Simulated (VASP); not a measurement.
# CoSi2 (Cm) in VASP: single point with PBE

Aim: the single point of CoSi2 with PBE.

All numbers are computed with VASP 6.6.1; they aren't measurements. Logs are shortened: lines on timing, memory, paths and dates and some standing lists are left out, and cuts for length are marked.

### 1 The cell of the first run

It takes space group Cm (No. 8, monoclinic). The conventional cell has a = 5.360 Å, b = 5.360 Å, c = 3.790 Å, α = 90.00°, β = 135.00°, γ = 90.00°. Co (site symmetry m) has 8 Si at 2.18 to 2.47 Å within 2.9 Å. Within 2.9 Å of Si (site symmetry 1) lie 4 Co at 2.18 to 2.47 Å and 6 Si at 2.52 to 2.84 Å.

### 2 Single point, PBE (atoms displaced along several vibrational modes)

File INCAR:

```
SYSTEM = CoSi2
  PREC = Accurate
  ENCUT = 520
  EDIFF = 1E-6
  ISMEAR = 0
  SIGMA = 0.15
  LREAL = .False.
  LASPH = .True.
  NELM = 100
  ALGO = Normal
  ISIF = 2
  LWAVE = .False.
  LCHARG = .True.
  GGA = PE
  LELF = .True.
  LVHAR = .True.
  NBANDS = 16
```

File KPOINTS:

```
regular mesh
0
Gamma
  12 12 12
  0 0 0
```

File POSCAR:

```
CoSi2
1.0
    0.0000000000      2.6801763726      2.6801763726
    2.6801763726      0.0000000000      2.6801763726
    2.6801763726      2.6801763726      0.0000000000
Co Si
1 2
Direct
   -0.0156115344      0.0156115344     -0.0156115344
    0.2816770198      0.2183229802      0.2510820183
    0.7510820183      0.7489179817      0.7816770198
```

Potentials or basis: VASP PAW PBE potentials, release 64 (Co, Si).

On the command line:

```
$ cat potpaw_PBE.64/Co/POTCAR potpaw_PBE.64/Si/POTCAR > POTCAR
$ mpirun -np 1 vasp_std > vasp.out
```

OUTCAR:

```text
SYSTEM = CoSi2
   PREC = Accurate
   ENCUT = 520
   EDIFF = 1E-6
   ISMEAR = 0
   LREAL = .False.
   LASPH = .True.
   NELM = 100
   ISIF = 2
   GGA = PE

 ion  position               nearest neighbor table
   1  0.984  0.016  0.984-   3 2.18   2 2.18   2 2.28   3 2.28   2 2.38   3 2.38   2 2.47   3 2.47

   2  0.282  0.218  0.251-   1 2.18   1 2.28   1 2.38   1 2.47   3 2.52   3 2.69   3 2.69   3 2.69
                             3 2.69   3 2.84
   3  0.751  0.749  0.782-   1 2.18   1 2.28   1 2.38   1 2.47   2 2.52   2 2.69   2 2.69   2 2.69
                             2 2.69   2 2.84

  LATTYP: Found a face centered cubic cell.
 ALAT       =     5.3603527452

  Lattice vectors:

 A1 = (   0.0000000000,   2.6801763726,   2.6801763726)
 A2 = (   2.6801763726,   0.0000000000,   2.6801763726)
 A3 = (   2.6801763726,   2.6801763726,   0.0000000000)

Analysis of symmetry for initial positions (statically):
=====================================================================
 Subroutine PRICEL returns:
 Original cell was already a primitive cell.

 Routine SETGRP: Setting up the symmetry group for a
 face centered cubic supercell.

 Subroutine GETGRP returns: Found  2 space group operations
 (whereof  2 operations were pure point group operations)
 out of a pool of 48 trial point group operations.

The static configuration has the point symmetry C_1h.

Analysis of symmetry for dynamics (positions and initial velocities):
=====================================================================
 Subroutine PRICEL returns:
 Original cell was already a primitive cell.

 Routine SETGRP: Setting up the symmetry group for a
 face centered cubic supercell.

 Subroutine GETGRP returns: Found  2 space group operations
 (whereof  2 operations were pure point group operations)
 out of a pool of 48 trial point group operations.

The dynamic configuration has the point symmetry C_1h.

 Subroutine INISYM returns: Found  2 space group operations
 (whereof  2 operations are pure point group operations),
 and found     1 'primitive' translations

----------------------------------------------------------------------------------------

                                     Primitive cell

  volume of cell :      38.5053

  direct lattice vectors                    reciprocal lattice vectors
     0.000000000  2.680176373  2.680176373    -0.186554887  0.186554887  0.186554887
     2.680176373  0.000000000  2.680176373     0.186554887 -0.186554887  0.186554887
     2.680176373  2.680176373  0.000000000     0.186554887  0.186554887 -0.186554887

  length of vectors
     3.790341776  3.790341776  3.790341776     0.323122542  0.323122542  0.323122542

  position of ions in fractional coordinates (direct lattice)
     0.984388466  0.015611534  0.984388466
     0.281677020  0.218322980  0.251082018
     0.751082018  0.748917982  0.781677020

  ion indices of the primitive-cell ions
   primitive index   ion index
                 1           1
                 2           2
                 3           3

----------------------------------------------------------------------------------------

 KPOINTS: regular mesh

Automatic generation of k-mesh.
 Grid dimensions read from file:
 generate k-points for:   12   12   12

 Generating k-lattice:

  Cartesian coordinates                     Fractional coordinates (reciprocal lattice)
    -0.015546241  0.015546241  0.015546241     0.083333333  0.000000000  0.000000000
     0.015546241 -0.015546241  0.015546241     0.000000000  0.083333333  0.000000000
     0.015546241  0.015546241 -0.015546241     0.000000000  0.000000000  0.083333333

  Length of vectors
     0.026926879  0.026926879  0.026926879

  Shift w.r.t. Gamma in fractional coordinates (k-lattice)
     0.000000000  0.000000000  0.000000000

 Subroutine IBZKPT returns following result:
 ===========================================

 Found    476 irreducible k-points:

 Following reciprocal coordinates:
            Coordinates               Weight
  0.000000  0.000000  0.000000      1.000000
  0.083333  0.000000  0.000000      4.000000
  0.000000  0.083333  0.000000      4.000000
  0.166667  0.000000  0.000000      4.000000
  0.000000  0.166667  0.000000      4.000000
  0.250000  0.000000  0.000000      4.000000
[... 16 lines left out ...]
  0.250000  0.083333  0.000000      4.000000
  0.000000  0.250000  0.083333      4.000000
 [... further k-points ...]
   k-points           NKPTS =    476   k-points in BZ     NKDIM =    476   number of bands    NBANDS=     16
   number of dos      NEDOS =    301   number of ions     NIONS =      3
   total plane-waves  NPLWV =  21952
   dimension x,y,z NGX =    28 NGY =   28 NGZ =   28
   dimension x,y,z NGXF=    56 NGYF=   56 NGZF=   56
   ions per type =               1   2
   NGX,Y,Z   is equivalent  to a cutoff of  12.28, 12.28, 12.28 a.u.
   NGXF,Y,Z  is equivalent  to a cutoff of  24.56, 24.56, 24.56 a.u.
 SYSTEM =  CoSi2
   PREC   = accura    normal or accurate (medium, high low for compatibility)
   ISTART =      0    job   : 0-new  1-cont  2-samecut
   ICHARG =      2    charge: 1-file 2-atom 10-const
   ISPIN  =      1    spin polarized calculation?
   LNONCOLLINEAR =      F non collinear calculations
   LSORBIT =      F    spin-orbit coupling
   LASPH  =      T    aspherical Exc in radial PAW
   ENCUT  =  520.0 eV  38.22 Ry    6.18 a.u.   7.05  7.05  7.05*2*pi/ulx,y,z
   NELM   =    100;   NELMIN=  2; NELMDL= -5     # of ELM steps
   EDIFF  = 0.1E-05   stopping-criterion for ELM
   LREAL  =      F    real-space projection
   EDIFFG = 0.1E-04   stopping-criterion for IOM
   NSW    =      0    number of steps for IOM
   IBRION =     -1    ionic relax: 0-MD 1-quasi-New 2-CG
   NFREE  =      0    steps in history (QN), initial steepest desc. (CG)
   ISIF   =      2    stress and relaxation
   ISYM   =      2    0-nonsym 1-usesym 2-fastsym
   POTIM  = 0.5000    time-step for ionic-motion
   TEBEG  =    0.0;   TEEND  =   0.0 temperature during run
   PSTRESS=    0.0 pullay stress
   NELECT =      17.0000    total number of electrons
   NUPDOWN=      -1.0000    fix difference up-down
   EMIN   =  10.00;   EMAX   =-10.00  energy-range for DOS
   EFERMI =   0.00;   METHOD = LEGACY
   ISMEAR =     0;   SIGMA  =   0.15  broadening in eV -4-tet -1-fermi 0-gaus
   EFERMI_NEDOS =   21; number of points for ismear=-14 and -15
   IALGO  =     38    algorithm
   IMIX   =      4    mixing-type and parameters
     AMIX     =   0.40;   BMIX     =  1.00
     AMIX_MAG =   1.60;   BMIX_MAG =  1.00
  volume/ion in A,a.u.               =      12.84        86.62
  Fermi-wavevector in a.u.,A,eV,Ry     =   1.246573  2.355682 21.142700  1.553945
  Thomas-Fermi vector in A             =   2.380744
   LORBIT       =      0    0 simple, 1 ext, 2 COOP (PROOUT), +10 PAW based schemes
   GGA     = PE    functional components
   LHFCALC =     F    Hartree Fock is set to
   AEXX    =    0.0000 exact exchange contribution
   IVDW    =     0    specifies the selected vdW correction
   LEPSILON=     F    determine dielectric tensor
   LRPA    =     F    only Hartree local field effects (RPA)
 non-spin polarized calculation
 Gauss-broadening in eV      SIGMA  =   0.15
  energy-cutoff  :      520.00
  volume of cell :       38.51
 maximum number of plane-waves:      1056
   NGX = 15   NGY = 15   NGZ = 15

 number of electron      16.9999997 magnetization

 Free energy of the ion-electron system (eV)
  ---------------------------------------------------
  ext. energy  EPLUGINS =         0.00000000
  ---------------------------------------------------
  free energy    TOTEN  =       -19.05181508 eV

  energy without entropy =      -19.04028592  energy(sigma->0) =      -19.04605050

 E-fermi :  10.0889     XC(G=0): -11.7266

 val. band max:       10.0870078023   @ k =   0.0833   0.5000   0.1667
 cond. band min:      10.0935175582   @ k =   0.5000  -0.0833  -0.0833
 fundamental gap:      0.0065097559
 Fermi energy:        10.0888783141

 k-point     1 :       0.0000    0.0000    0.0000
  band No.  band energies     occupation
      1      -3.0645      2.00000
      2       5.8812      2.00000
      3       5.9318      2.00000
      4       6.0891      2.00000
      5       8.1046      2.00000
      6       8.1494      2.00000
[... 8 lines left out ...]
     15      15.8426      0.00000
     16      16.2442      0.00000

 k-point     2 :       0.0833    0.0000    0.0000
  band No.  band energies     occupation
      1      -2.9585      2.00000
      2       5.6422      2.00000
      3       5.9687      2.00000
      4       6.1261      2.00000
      5       8.0662      2.00000
      6       8.1100      2.00000
[... 8 lines left out ...]
     15      15.5956      0.00000
     16      16.0619      0.00000

 k-point     3 :       0.0000    0.0833    0.0000
  band No.  band energies     occupation
      1      -2.9608      2.00000
      2       5.7289      2.00000
      3       5.9311      2.00000
      4       6.0342      2.00000
      5       8.0778      2.00000
      6       8.1251      2.00000
[... 8 lines left out ...]
     15      15.6615      0.00000
     16      16.0035      0.00000

 k-point     4 :       0.1667    0.0000    0.0000
  band No.  band energies     occupation
      1      -2.6423      2.00000
      2       4.9701      2.00000
      3       6.1079      2.00000
      4       6.2248      2.00000
      5       7.9793      2.00000
      6       8.0183      2.00000
[... 8 lines left out ...]
     15      15.8763      0.00000
     16      16.4357      0.00000
[... 324 lines left out ...]
 k-point    22 :       0.0833   -0.0833   -0.0833
  band No.  band energies     occupation
      1      -2.6798      2.00000
      2       5.1798      2.00000
      3       6.0184      2.00000
      4       6.1297      2.00000
      5       7.8471      2.00000
      6       8.1548      2.00000
[... 8 lines left out ...]
     15      16.2641      0.00000
     16      16.7001      0.00000

 k-point    23 :       0.2500    0.0833    0.0000
  band No.  band energies     occupation
      1      -2.2248      2.00000
      2       4.3621      2.00000
      3       6.1595      2.00000
      4       6.3273      2.00000
      5       7.6273      2.00000
      6       8.1497      2.00000
[... 8 lines left out ...]
     15      17.3471      0.00000
     16      17.7450      0.00000

 k-point    24 :       0.0000    0.2500    0.0833
  band No.  band energies     occupation
      1      -2.2397      2.00000
      2       4.3865      2.00000
      3       6.0509      2.00000
      4       6.1751      2.00000
      5       7.7760      2.00000
      6       8.1689      2.00000
[... 8 lines left out ...]
     15      17.3684      0.00000
     16      17.7975      0.00000

 [... further k-points ...]

------------------------ aborting loop because EDIFF is reached ----------------------------------------

  FORCE on cell =-STRESS in cart. coord.  units (eV):
  Direction    XX          YY          ZZ          XY          YZ          ZX
  --------------------------------------------------------------------------------------
  -------------------------------------------------------------------------------------
  Total        1.0889808      0.4346707      0.7771509      0.0000000      1.5093417      0.0000000
  in kB       45.3117361     18.0863462     32.3367092      0.0000000     62.8026603      0.0000000
  external PRESSURE =      31.9115972 kB  Pullay stress =       0.0000000 kB

 VOLUME and BASIS-vectors are now :
 -----------------------------------------------------------------------------
  energy-cutoff  :      520.00
  volume of cell :       38.51
      direct lattice vectors                 reciprocal lattice vectors
     0.000000000  2.680176373  2.680176373    -0.186554887  0.186554887  0.186554887
     2.680176373  0.000000000  2.680176373     0.186554887 -0.186554887  0.186554887
     2.680176373  2.680176373  0.000000000     0.186554887  0.186554887 -0.186554887

 POSITION                                       TOTAL-FORCE (eV/Angst)
 -----------------------------------------------------------------------------------
      2.68018      5.27667      2.68018         0.000000      2.029171      0.605782
      1.25809      1.42789      1.34009         0.978525     -1.014585     -0.302891
      4.10226      4.10806      4.02026        -0.978525     -1.014585     -0.302891
 -----------------------------------------------------------------------------------
    total drift:                               -0.000000      0.000017     -0.000046

  FREE ENERGIE OF THE ION-ELECTRON SYSTEM (eV)
  ---------------------------------------------------
  free  energy   TOTEN  =       -19.0518150801 eV

  energy  without entropy=      -19.0402859159  energy(sigma->0) =      -19.04605050
```

It took 3.2 min on 1 thread of AMD EPYC 7R13 (Zen 3), shared host; peak memory 0.36 GiB.

Results:

- Free energy: -19.0518 eV
- Pressure: 3.2 GPa
- Largest force: 2.118 eV/Å
- Band gap on the k mesh: zero (an odd number of electrons rules out a gap without spin polarisation)

Forces in eV/Å, atoms in the order of the input:
```
Co   0.000  2.029  0.606
Si   0.979 -1.015 -0.303
Si  -0.979 -1.015 -0.303
```

Caveat: the cell differs from its parent crystal (atoms displaced along several vibrational modes); the cell stands under pressure; an odd number of electrons without spin polarisation forces a metal; a magnetic or distorted state may lie lower.
